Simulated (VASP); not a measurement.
# C: single point with PBE+D3(BJ)

The system is C.

```
C
1.0
     1.23253    0.71160    3.34938
    -1.23253    0.71160    3.34938
     0.00000   -1.42320    3.34938
C
2
Direct
  0.16658 0.16658 0.16658
  0.83342 0.83342 0.83342
```

```yaml
Program: VASP 6.6.1
Task: single point
Functional: PBE
Dispersion: D3(BJ)
Potentials_or_basis: VASP PAW PBE potentials, release 64 (C)
Cutoff: 520 eV
k_mesh: 12 × 12 × 12
Occupations: gaussian, width 0.02 eV
Spin: no spin polarisation
Dipole_correction: no
Further_INCAR_settings: ALGO = Normal; EDIFF = 1e-07; NBANDS = 11
```

```json
{
  "Pressure": "0.5 GPa",
  "Band gap on the k mesh": "0.66 eV, direct",
  "Dispersion energy per atom": "-0.157 eV"
}
```

Stress tensor (GPa, compression positive):
```
 0.72  0.00  0.00
 0.00  0.72  0.00
 0.00  0.00 -0.05
```

Levels at points of the mesh, in eV from the valence-band top:
| k point | band 2 | band 3 | band 4 | band 5 | band 6 | band 7 |
| --- | --- | --- | --- | --- | --- | --- |
| (0.00, 0.00, 0.00) | -6.21 | -2.67 | -2.67 | 4.63 | 8.70 | 8.70 |
| (0.50, 0.00, 0.00) | -12.93 | -6.03 | -1.66 | 2.34 | 7.93 | 12.22 |
| (0.50, 0.50, 0.00) | -12.85 | -6.09 | -2.38 | 1.65 | 7.53 | 13.60 |
| (0.50, 0.50, 0.50) | -8.19 | -2.69 | -2.69 | 8.65 | 8.65 | 10.93 |

Wall time 58 s on 1 thread of Intel(R) Xeon(R) Platinum 8259CL CPU @ 2.50GHz (Skylake/Cascade Lake) (shared host), peak memory 0.18 GiB.

A k mesh can miss the band edges.
